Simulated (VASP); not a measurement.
A run of VASP 6.6.1 is set up as follows.

Contents of INCAR:

```
  ALGO = Normal
  EDIFF = 1E-7
  ENCUT = 520
  GGA = PE
  ISIF = 2
  ISMEAR = -1
  ISPIN = 2
  LASPH = T
  LCHARG = F
  LMAXMIX = 4
  LORBIT = 11
  LREAL = F
  LWAVE = F
  MAGMOM = 1
  NBANDS = 15
  NELM = 150
  PREC = Accurate
  SIGMA = 0.05
```

KPOINTS

```
k-points
0
Gamma
  13 13 13
```

File POSCAR:

```
Pt
1.0
    2.5891285003      0.0000000000      0.0000000000
    0.0000000000      2.5891285003      0.0000000000
    0.0000000000      0.0000000000      2.5891285003
Pt
1
Direct
    0.0000000000      0.0000000000      0.0000000000
```

Potentials or basis: VASP PAW PBE potentials, release 64 (Pt).

Run with:

```bash
$ cat potpaw_PBE.64/Pt/POTCAR > POTCAR
$ mpirun -np 1 vasp_std > vasp.out
```

(1) What does it give for the pressure?

(2) Predict the net moment.

(3) Estimate the band gap on the k mesh.

Results:

(1) 7.6 GPa.

(2) 0.00 μB per cell.

(3) zero (filled and empty bands overlap).

Caveat: spin-orbit coupling is left out, which moves the levels of the heavy elements.
